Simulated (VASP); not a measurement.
# B3P2 (Fmmm) in VASP: a series of runs, part 2 of 2

VASP 6.6.1. The steps go on from the part before.

**3. Single point, PBE**

This run uses another cell than the first one, of 13.07 Å³/atom.

File INCAR:

```
SYSTEM = B3P2
PREC = Accurate ; ENCUT = 520
EDIFF = 1E-7 ; ISMEAR = 0
SIGMA = 0.1 ; LREAL = .False.
LASPH = .True. ; NELM = 100
ALGO = Normal ; ISIF = 2
LWAVE = .False. ; LCHARG = .False.
GGA = PE ; NBANDS = 30
```

File KPOINTS:

```
regular mesh
0
Gamma
  4 4 4
  0 0 0
```

File POSCAR:

```
B3P2
1.0
    0.0000000000      3.5848574766      5.4395685121
    3.3502298376      0.0000000000      5.4395685121
    3.3502298376      3.5848574766      0.0000000000
B P
6 4
Direct
    0.7197000000      0.1333000000      0.2803000000
    0.8667000000      0.2803000000      0.1333000000
    0.2803000000      0.8667000000      0.7197000000
    0.1333000000      0.7197000000      0.8667000000
    0.8519000000      0.8519000000      0.1481000000
    0.1481000000      0.1481000000      0.8519000000
    0.7180000000      0.2820000000      0.7180000000
    0.2820000000      0.7180000000      0.2820000000
    0.2500000000      0.2500000000      0.2500000000
    0.7500000000      0.7500000000      0.7500000000
```

Potentials or basis: VASP PAW PBE potentials, release 64 (B, P).

Run with:

```bash
$ cat potpaw_PBE.64/B/POTCAR potpaw_PBE.64/P/POTCAR > POTCAR
$ mpirun -np 1 vasp_std > vasp.out
```

OUTCAR:

```text
SYSTEM = B3P2
   PREC = Accurate
   ENCUT = 520
   EDIFF = 1E-7
   ISMEAR = 0
   LREAL = .False.
   LASPH = .True.
   NELM = 100
   ISIF = 2
   GGA = PE

 ion  position               nearest neighbor table
   1  0.720  0.133  0.280-   2 1.60   5 1.61
   2  0.867  0.280  0.133-   1 1.60   6 1.61
   3  0.280  0.867  0.720-   4 1.60   6 1.61
   4  0.133  0.720  0.867-   3 1.60   5 1.61
   5  0.852  0.852  0.148-   1 1.61   4 1.61
   6  0.148  0.148  0.852-   2 1.61   3 1.61
   7  0.718  0.282  0.718-
   8  0.282  0.718  0.282-
   9  0.250  0.250  0.250-
  10  0.750  0.750  0.750-

  LATTYP: Found a face centered orthorhombic cell.
 ALAT       =     6.7004596752
 B/A-ratio  =     1.0700332963
 C/A-ratio  =     1.6236403995

  Lattice vectors:

 A1 = (   0.0000000000,   3.5848574766,   5.4395685121)
 A2 = (   3.3502298376,   0.0000000000,   5.4395685121)
 A3 = (   3.3502298376,   3.5848574766,   0.0000000000)

Analysis of symmetry for initial positions (statically):
=====================================================================
 Subroutine PRICEL returns:
 Original cell was already a primitive cell.

 Routine SETGRP: Setting up the symmetry group for a
 face centered orthorhombic supercell.

 Subroutine GETGRP returns: Found  8 space group operations
 (whereof  8 operations were pure point group operations)
 out of a pool of  8 trial point group operations.

The static configuration has the point symmetry D_2h.

Analysis of symmetry for dynamics (positions and initial velocities):
[... 140 lines left out ...]
     AMIX_MAG =   1.60;   BMIX_MAG =  1.00
  volume/ion in A,a.u.               =      13.07        88.17
  Fermi-wavevector in a.u.,A,eV,Ry     =   1.084649  2.049689 16.006744  1.176463
  Thomas-Fermi vector in A             =   2.220744
   LORBIT       =      0    0 simple, 1 ext, 2 COOP (PROOUT), +10 PAW based schemes
   GGA     = PE    functional components
   LHFCALC =     F    Hartree Fock is set to
   AEXX    =    0.0000 exact exchange contribution
   IVDW    =     0    specifies the selected vdW correction
   LEPSILON=     F    determine dielectric tensor
   LRPA    =     F    only Hartree local field effects (RPA)
 non-spin polarized calculation
 Gauss-broadening in eV      SIGMA  =   0.10
  energy-cutoff  :      520.00
  volume of cell :      130.66
 maximum number of plane-waves:      3552
   NGX = 25   NGY = 23   NGZ = 19

 number of electron      38.0000001 magnetization

 Free energy of the ion-electron system (eV)
  ---------------------------------------------------
  ext. energy  EPLUGINS =         0.00000000
  ---------------------------------------------------
  free energy    TOTEN  =       -48.51641077 eV

  energy without entropy =      -48.49119200  energy(sigma->0) =      -48.50380139

 E-fermi :   5.4970     XC(G=0): -10.4886

 val. band max:        5.4963925342   @ k =   0.0000   0.2500   0.2500
 cond. band min:       5.5377945890   @ k =  -0.2500   0.5000   0.2500
 fundamental gap:      0.0414020548
 Fermi energy:         5.4970003279

 k-point     1 :       0.0000    0.0000    0.0000
  band No.  band energies     occupation
      1      -8.7021      2.00000
      2      -4.9462      2.00000
      3      -3.9960      2.00000
      4      -3.8228      2.00000
      5      -3.6611      2.00000
      6      -2.9523      2.00000
[... 583 lines left out ...]
     29       9.4389      0.00000
     30       9.7673      0.00000

------------------------ aborting loop because EDIFF is reached ----------------------------------------

  FORCE on cell =-STRESS in cart. coord.  units (eV):
  Direction    XX          YY          ZZ          XY          YZ          ZX
  --------------------------------------------------------------------------------------
  -------------------------------------------------------------------------------------
  Total       -4.9373554    -12.1534797     -3.4001219      0.0000000      0.0000000      0.0000000
  in kB      -60.5430125   -149.0288260    -41.6930947      0.0000000      0.0000000      0.0000000
  external PRESSURE =     -83.7549777 kB  Pullay stress =       0.0000000 kB

 VOLUME and BASIS-vectors are now :
 -----------------------------------------------------------------------------
  energy-cutoff  :      520.00
  volume of cell :      130.66
      direct lattice vectors                 reciprocal lattice vectors
     0.000000000  3.584857477  5.439568512    -0.149243492  0.139475559  0.091919056
     3.350229838  0.000000000  5.439568512     0.149243492 -0.139475559  0.091919056
     3.350229838  3.584857477  0.000000000     0.149243492  0.139475559 -0.091919056

 POSITION                                       TOTAL-FORCE (eV/Angst)
 -----------------------------------------------------------------------------------
      1.38566      3.58486      4.63995         1.365404      0.000000     -1.017953
      1.38566      3.58486      6.23919         1.365404      0.000000      1.017953
      5.31480      3.58486      6.23919        -1.365404      0.000000      1.017953
      5.31480      3.58486      4.63995        -1.365404      0.000000     -1.017953
      3.35023      3.58486      9.26794        -0.000000      0.000000     -1.454878
      3.35023      3.58486      1.61120        -0.000000      0.000000      1.454878
      3.35023      5.14786      5.43957        -0.000000      0.248543      0.000000
      3.35023      2.02186      5.43957        -0.000000     -0.248543      0.000000
      1.67511      1.79243      2.71978        -0.000000      0.000000     -0.000000
      5.02534      5.37729      8.15935        -0.000000     -0.000000     -0.000000
 -----------------------------------------------------------------------------------
    total drift:                               -0.000000      0.000000      0.000000

  FREE ENERGIE OF THE ION-ELECTRON SYSTEM (eV)
  ---------------------------------------------------
  free  energy   TOTEN  =       -48.5164107738 eV

  energy  without entropy=      -48.4911919976  energy(sigma->0) =      -48.50380139
```

OSZICAR:

```text
N       E                     dE             d eps       ncg     rms          rms(c)
DAV:   1     0.962708939060E+02    0.96271E+02   -0.16313E+04  1080   0.111E+03
DAV:   2    -0.463670137715E+02   -0.14264E+03   -0.13526E+03  1390   0.182E+02
DAV:   3    -0.549917278110E+02   -0.86247E+01   -0.84274E+01  1416   0.403E+01
DAV:   4    -0.551481299126E+02   -0.15640E+00   -0.15540E+00  1430   0.573E+00
DAV:   5    -0.551515510355E+02   -0.34211E-02   -0.34185E-02  1384   0.804E-01    0.129E+01
DAV:   6    -0.484931024046E+02    0.66584E+01   -0.21109E+01  1312   0.216E+01    0.563E+00
DAV:   7    -0.485741410441E+02   -0.81039E-01   -0.35088E+00  1288   0.806E+00    0.328E+00
DAV:   8    -0.485238287036E+02    0.50312E-01   -0.24229E-01  1396   0.201E+00    0.128E+00
DAV:   9    -0.485164998923E+02    0.73288E-02   -0.31401E-02  1372   0.907E-01    0.336E-01
DAV:  10    -0.485164691089E+02    0.30783E-04   -0.58193E-03  1298   0.325E-01    0.120E-01
DAV:  11    -0.485164061466E+02    0.62962E-04   -0.40702E-04  1358   0.103E-01    0.347E-02
DAV:  12    -0.485164102999E+02   -0.41533E-05   -0.85043E-05  1320   0.404E-02    0.136E-02
DAV:  13    -0.485164107485E+02   -0.44858E-06   -0.64456E-06  1354   0.123E-02    0.357E-03
DAV:  14    -0.485164107738E+02   -0.25381E-07   -0.71053E-07  1352   0.424E-03
   1 F= -.48516411E+02 E0= -.48503801E+02  d E =-.252188E-01
```

Run time: 71 s. Hardware: 1 thread of Intel Xeon 8259CL, shared host; peak memory 0.28 GiB.

Results:

```
Free energy            : -48.5164 eV
Pressure               : -8.4 GPa
Largest force          : 1.703 eV/Å
Band gap on the k mesh : zero (bands 19 and 20 overlap by 1.60 eV)
```

Forces on the atoms (eV/Å):
```
B    1.365  0.000 -1.018
B    1.365  0.000  1.018
B   -1.365  0.000  1.018
B   -1.365  0.000 -1.018
B    0.000  0.000 -1.455
B    0.000  0.000  1.455
P    0.000  0.249  0.000
P    0.000 -0.249  0.000
P    0.000  0.000  0.000
P    0.000  0.000  0.000
```

Stress tensor (GPa, compression positive):
```
 -6.05   0.00   0.00
  0.00 -14.90   0.00
  0.00   0.00  -4.17
```

Caveat: the stress differs along the axes, from -15 to -4 GPa; forces of over 1 eV/Å act on the atoms, so gaps and moduli don't describe the material at rest.

**4. Relaxation of cell and atoms, PBE**

This run uses another cell than the first one, of 13.07 Å³/atom.

File INCAR:

```
SYSTEM = B3P2
ALGO = Normal
EDIFF = 1E-7
EDIFFG = -0.04
ENCUT = 600
GGA = PE
IBRION = 2
ISIF = 3
ISMEAR = 0
LASPH = .True.
LCHARG = .False.
LREAL = .False.
LWAVE = .False.
NELM = 60
NSW = 90
PREC = Accurate
SIGMA = 0.1
```

File KPOINTS:

```
k-points
0
Gamma
  4 4 4
  0 0 0
```

POSCAR is that of step 3.

Run with:

```bash
$ cat potpaw_PBE.64/B/POTCAR potpaw_PBE.64/P/POTCAR > POTCAR
$ mpirun -np 1 vasp_std > vasp.out
```

It took 33 min on 1 thread of Intel Xeon 8259CL, shared host; peak memory 0.37 GiB.

Results (log left out):

| Quantity | Value |
| --- | --- |
| Free energy | -52.1165 eV |
| Relaxed volume | 9.87 Å³/atom |
| Relaxed cell | a = 6.170 Å, b = 5.970 Å, c = 4.362 Å, α = 71.41°, β = 66.51°, γ = 42.08° |
| Space group after relaxing (to 0.1 Å) | Fmmm (No. 69) |
| Energy gained by relaxing | 359.5 meV/atom |
| Ionic steps | 24 |
| Pressure after relaxing | -0.4 GPa |
| Largest force after relaxing | 0.031 eV/Å |
| Band gap on the k mesh | zero (bands 19 and 20 overlap by 2.56 eV) |

Forces in eV/Å, atoms in the order of the input:
```
B   -0.021  0.000 -0.001
B   -0.021  0.000  0.001
B    0.021  0.000  0.001
B    0.021  0.000 -0.001
B    0.000  0.000 -0.017
B    0.000  0.000  0.017
P    0.000  0.031  0.000
P    0.000 -0.031  0.000
P    0.000  0.000  0.000
P    0.000  0.000  0.000
```

Stress tensor (GPa, compression positive):
```
-0.40  0.00  0.00
 0.00 -0.43  0.00
 0.00  0.00 -0.30
```

The path:
| step | energy change (eV) | largest force (eV/Å) | pressure (GPa) | volume (Å³) |
| --- | --- | --- | --- | --- |
| 1 | 0.0000 | 1.6998 | -8.38 | 130.66 |
| 2 | -1.3562 | 1.1376 | -7.48 | 118.10 |
| 3 | -2.3076 | 1.1017 | -3.72 | 104.07 |
| 4 | -0.1561 | 1.3764 | 37.04 | 78.87 |
| 5 | -2.4188 | 1.1564 | -0.09 | 99.42 |
| 6 | -2.4422 | 1.1393 | 2.65 | 95.87 |
| 7 | -2.8874 | 0.6582 | -1.24 | 95.36 |
| 8 | -2.9702 | 0.6324 | -2.86 | 94.86 |
| 9 | -3.0880 | 1.0994 | 4.77 | 91.16 |
| 10 | -3.1197 | 0.9431 | 1.67 | 92.27 |
| 11 | -3.3314 | 0.5647 | 2.91 | 92.73 |
| 12 | -3.3339 | 0.6018 | 2.70 | 92.70 |
| 13 | -3.4783 | 0.4865 | 0.04 | 95.56 |
| 14 | -3.5304 | 0.4825 | -1.58 | 98.02 |
| 15 | -3.5582 | 0.4722 | 2.06 | 97.00 |
| 16 | -3.5774 | 0.1497 | 0.54 | 97.38 |
| 17 | -3.5840 | 0.1157 | -0.03 | 97.90 |
| 18 | -3.5843 | 0.1103 | -0.16 | 98.02 |
| 19 | -3.5879 | 0.1564 | 0.05 | 98.11 |
| 20 | -3.5879 | 0.1588 | 0.05 | 98.11 |
| 21 | -3.5919 | 0.1224 | 0.12 | 98.24 |
| 22 | -3.5938 | 0.0827 | 0.21 | 98.40 |
| 23 | -3.5948 | 0.0219 | -0.64 | 98.80 |
| 24 | -3.5950 | 0.0306 | -0.38 | 98.67 |

Final structure:
```yaml
crystal:
  lattice:
    - [0.00000, 3.27543, 5.22842]
    - [2.88090, 0.00000, 5.22842]
    - [2.88090, 3.27543, 0.00000]
  atoms:
    - { symbol: B, position: [0.65787, 0.17280, 0.34213] }
    - { symbol: B, position: [0.82720, 0.34213, 0.17280] }
    - { symbol: B, position: [0.34213, 0.82720, 0.65787] }
    - { symbol: B, position: [0.17280, 0.65787, 0.82720] }
    - { symbol: B, position: [0.82814, 0.82814, 0.17186] }
    - { symbol: B, position: [0.17186, 0.17186, 0.82814] }
    - { symbol: P, position: [0.69123, 0.30877, 0.69123] }
    - { symbol: P, position: [0.30877, 0.69123, 0.30877] }
    - { symbol: P, position: [0.25000, 0.25000, 0.25000] }
    - { symbol: P, position: [0.75000, 0.75000, 0.75000] }
```

Levels at points of the mesh, in eV from the Fermi level:
```
           k point  band 16  band 17  band 18  band 19  band 20  band 21  band 22  band 23
(0.00, 0.00, 0.00)    -0.97    -0.71    -0.71    -0.36     0.29     1.26     1.60     1.66
(0.50, 0.00, 0.00)    -2.13    -1.50    -1.24    -0.67     0.54     0.86     1.09     2.68
(0.50, 0.50, 0.00)    -3.85    -3.27    -2.62    -2.23    -1.61    -0.52    -0.39     1.60
(0.50, 0.00, 0.50)    -0.98    -0.57     0.60     0.95     1.05     1.67     2.01     2.17
(0.00, 0.50, 0.50)    -1.60    -0.39     0.39     0.45     1.00     1.42     2.27     2.45
```

Caveat: the volume moved by over 15 % at a fixed basis, so the end points are rough.

**5. The runs side by side**

```tsv
task	cell	cutoff (eV)	gap on the mesh (eV)	pressure (GPa)	largest force (eV/Å)
single point	a = 6.168, b = 5.969, c = 4.358 Å, angles 71.4, 66.5, 42.0°, 10 atoms, atomic positions A	520	none	-0.3	0.06
single point	a = 6.515, b = 6.389, c = 4.907 Å, angles 69.0, 66.3, 44.7°, 10 atoms, atomic positions B	520	none	-8.4	1.70
relaxation of cell and atoms	relaxed from a = 6.515, b = 6.389, c = 4.907 Å, angles 69.0, 66.3, 44.7°, 10 atoms, atomic positions B	600	none	-0.4	0.03
```

Alike in all rows: level PBE; potentials or basis VASP PAW PBE potentials, release 64 (B, P); no spin polarisation; k mesh 4 × 4 × 4; smearing gaussian 0.1 eV.

Caveats: some runs use coarse meshes; the stress differs along the axes, from -15 to -4 GPa (at least some runs); forces of over 1 eV/Å act on the atoms, so gaps and moduli don't describe the material at rest (at least some runs); the volume moved by over 15 % at a fixed basis, so the end points are rough (at least some runs).

Absolute energies hang on the potentials; compare differences alone.

The gap in the log of VASP goes by the Fermi energy; the results here count the filled bands.